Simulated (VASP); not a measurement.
Set up this calculation in VASP 6.6.1, as the native input.

```yaml
Task: single point
Functional: r2SCAN
Potentials_or_basis: VASP PAW PBE potentials, release 64 (Ti_sv, Si)
Cutoff: 520 eV
k_mesh: 1 × 1 × 1
Occupations: gaussian, width 0.1 eV
Spin: no spin polarisation
Dipole_correction: no
Further_INCAR_settings: ALGO = Normal; EDIFF = 1e-06; NBANDS = 15
```

TiSi:

```xyz
2
Lattice="1.8162 -2.1176 0.0000 1.8162 2.1176 0.0000 0.0000 0.0000 3.8039" Properties=species:S:1:pos:R:3 pbc="T T T"
Ti    1.8162    0.0000    0.0000
Si    0.0000    0.0000    1.9020
```

The input as run:

POSCAR

```
TiSi
1.0
    1.8161780000     -2.1176240000      0.0000000000
    1.8161780000      2.1176240000      0.0000000000
    0.0000000000      0.0000000000      3.8039340000
Ti Si
1 1
Direct
    0.5000000000      0.5000000000      0.0000000000
    0.0000000000      0.0000000000      0.5000000000
```

INCAR.step1

```
PREC = Accurate
ENCUT = 520
ISMEAR = 0
SIGMA = 0.1
LREAL = False
LASPH = True
NELM = 60
NBANDS = 15
GGA = PE
ALGO = Normal
EDIFF = 1E-4
LWAVE = True
LCHARG = False
```

INCAR.step2

```
PREC = Accurate
ENCUT = 520
EDIFF = 1E-6
ISMEAR = 0
SIGMA = 0.1
LREAL = False
LASPH = True
NELM = 60
ALGO = Normal
ISIF = 2
LWAVE = False
LCHARG = False
METAGGA = R2SCAN
LMIXTAU = True
NBANDS = 15
ISTART = 1
```

KPOINTS

```
Automatic mesh
0
Gamma
  1 1 1
```

Potentials or basis: VASP PAW PBE potentials, release 64 (Ti_sv, Si).

Run with:

```console
$ cat potpaw_PBE.64/Ti_sv/POTCAR potpaw_PBE.64/Si/POTCAR > POTCAR
$ cp INCAR.step1 INCAR
$ mpirun -np 1 vasp_gam > vasp.out
$ cp INCAR.step2 INCAR
$ mpirun -np 1 vasp_gam > vasp.out
```

Results of the run:

The pressure is -13.3 GPa.

Caveat: the k points lie up to 2.28 Å⁻¹ apart, too coarse for converged energies, forces and pressures; the PAW data sets were made with another functional, which shifts forces and pressure a little.

Wall time 12 s on 1 thread of Intel Xeon 8259CL (shared host), peak memory 0.14 GiB.
